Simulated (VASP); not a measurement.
A run of VASP 6.6.1:

File INCAR:

```
  ALGO = Normal
  EDIFF = 1E-6
  ENCUT = 520
  GGA = PE
  ISIF = 2
  ISMEAR = 0
  LASPH = True
  LCHARG = False
  LREAL = False
  LWAVE = False
  NBANDS = 17
  NELM = 80
  PREC = Accurate
  SIGMA = 0.05
```

KPOINTS

```
k-points
0
Gamma
  8 8 8
```

Contents of POSCAR:

```
LiMgBN2
1.0
   -2.0624284800      2.0624284800      4.0880402400
    2.0624284800     -2.0624284800      4.0880402400
    2.0624284800      2.0624284800     -4.0880402400
Li Mg B N
1 1 1 2
Direct
    0.2500000000      0.7500000000      0.5000000000
    0.7500000000      0.2500000000      0.5000000000
    0.5000000000      0.5000000000      0.0000000000
    0.6512635000      0.6512635000      0.0000000000
    0.3487365000      0.3487365000      0.0000000000
```

Potentials or basis: VASP PAW PBE potentials, release 64 (Li_sv, Mg, B, N).

Command:

```sh
$ cat potpaw_PBE.64/Li_sv/POTCAR potpaw_PBE.64/Mg/POTCAR potpaw_PBE.64/B/POTCAR potpaw_PBE.64/N/POTCAR > POTCAR
$ mpirun -np 1 vasp_std > vasp.out
```

Hardware: 1 thread of Intel(R) Xeon(R) 6975P-C (Granite Rapids) (shared host).

Estimate the wall time of this run.

Run time: 62 s on 1 thread of Intel(R) Xeon(R) 6975P-C (Granite Rapids), on a shared host, peak memory 0.28 GiB. Counts: scf iterations 15, k points 59.
